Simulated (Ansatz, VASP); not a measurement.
This is a calculation of Rb for Ansatz 0.2.0.

input.yaml

```yaml
crystal:
  lattice:
    - [-2.7452900697, 2.7452900697, 2.7452900697]
    - [2.7452900697, -2.7452900697, 2.7452900697]
    - [2.7452900697, 2.7452900697, -2.7452900697]
  atoms:
    - { symbol: Rb, position: [0.0, 0.0, 0.0] }
kpoints:
  mp_grid: { grid: [7, 7, 7] }
scf:
  occupations: { method: fermi_dirac, width: 0.01 }
hamiltonian:
  xc: { exchange: rpbe, correlation: lyp }
  pseudopotentials: { kind: all_electron, lapw: { basis_error: 0.0005 } }
output:
  forces: true
  stress: true
  eigenvalues: true
```

Potentials or basis: all-electron LAPW, scalar-relativistic.

Run with:

```console
$ ansatz run input.yaml --threads 1 --pin off --max-ram 2560MiB --backend cpu --events-out ev --progress --plain --runs-dir out
```

Task: Translate it to VASP 6.6.1. Potentials there: VASP PAW PBE potentials, release 64 (Rb_sv).

Result: As run (the cutoff follows the program's own potentials):

Contents of INCAR:

```
SYSTEM = Rb
PREC = Accurate
ENCUT = 500
EDIFF = 1E-6
ISMEAR = -1
SIGMA = 0.01
LREAL = .False.
LASPH = .True.
NELM = 120
ALGO = Normal
ISIF = 2
LWAVE = .False.
LCHARG = .True.
GGA = LIBXC
LIBXC1 = GGA_X_RPBE
LIBXC2 = GGA_C_LYP
LELF = .True.
LVHAR = .True.
NBANDS = 10
GGA_COMPAT = .False.
```

The input KPOINTS:

```
regular mesh
0
Gamma
  7 7 7
  0 0 0
```

The input POSCAR:

```
Rb
1.0
   -2.7452900697      2.7452900697      2.7452900697
    2.7452900697     -2.7452900697      2.7452900697
    2.7452900697      2.7452900697     -2.7452900697
Rb
1
Direct
    0.0000000000      0.0000000000      0.0000000000
```

Potentials or basis: VASP PAW PBE potentials, release 64 (Rb_sv).

Command:

```console
$ cat potpaw_PBE.64/Rb_sv/POTCAR > POTCAR
$ mpirun -np 1 vasp_std > vasp.out
```

Both were run:

|  | VASP | Ansatz | Ansatz less VASP |
| --- | --- | --- | --- |
| gap on the k mesh at the Fermi level (eV) | none | none | - |
| pressure (GPa) | 0.7 | 0.7 | 0.00 |

VASP's potentials were made for PBE, not for rpbe exchange, lyp correlation. A gap of «none» marks a metal or a gap that the smearing closes. Ansatz ran all-electron here, and VASP with PAW potentials.
